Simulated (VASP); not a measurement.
Set up this calculation in VASP 6.6.1, as the native input.

| Quantity | Value |
| --- | --- |
| Task | single point |
| Functional | RPBE |
| Potentials or basis | VASP PAW PBE potentials, release 64 (Cu, O) |
| Cutoff | 520 eV |
| k mesh | 7 × 7 × 7 |
| Occupations | fermi-dirac, width 0.05 eV |
| Spin | no spin polarisation |
| Dipole correction | no |
| Further INCAR settings | ALGO = Normal; EDIFF = 1e-06; NBANDS = 34 |

The structure of CuO lies in POSCAR:

```
CuO
1.0
    4.3223022113      0.0000000000      0.0000000000
    0.0000000000      4.3223022113      0.0000000000
    0.0000000000      0.0000000000      3.8695509551
Cu O
3 3
Direct
    0.5000000000      0.0000000000      0.5000000000
    0.0000000000      0.5000000000      0.5000000000
    0.0000000000      0.0000000000      0.0000000000
    0.0000000000      0.0000000000      0.5000000000
    0.5000000000      0.0000000000      0.0000000000
    0.0000000000      0.5000000000      0.0000000000
```

These files were run (other wordings do the same):

INCAR

```
SYSTEM = CuO
ALGO = Normal
EDIFF = 1E-6
ENCUT = 520
GGA = RP
ISIF = 2
ISMEAR = -1
LASPH = .TRUE.
LCHARG = .FALSE.
LREAL = .FALSE.
LWAVE = .FALSE.
NBANDS = 34
NELM = 80
PREC = Accurate
SIGMA = 0.05
```

KPOINTS

```
k-points
0
G
  7 7 7
  0 0 0
```

Potentials or basis: VASP PAW PBE potentials, release 64 (Cu, O).

Command:

```bash
$ cat potpaw_PBE.64/Cu/POTCAR potpaw_PBE.64/O/POTCAR > POTCAR
$ mpirun -np 1 vasp_std > vasp.out
```

Results of the run:

| Quantity | Value |
| --- | --- |
| Pressure | 0.5 GPa |
| Band gap on the k mesh | zero (an odd number of electrons rules out a gap without spin polarisation) |

Caveat: the PAW data sets were made with another functional, which shifts forces and pressure a little; an odd number of electrons without spin polarisation forces a metal; a magnetic or distorted state may lie lower; semilocal functionals often make such compounds metallic where correlation or magnetic order opens a gap, which also shifts bond lengths.

Wall time 45 s on 1 thread of Intel(R) Xeon(R) 6975P-C (Granite Rapids), with other jobs on the host, peak memory 0.22 GiB.
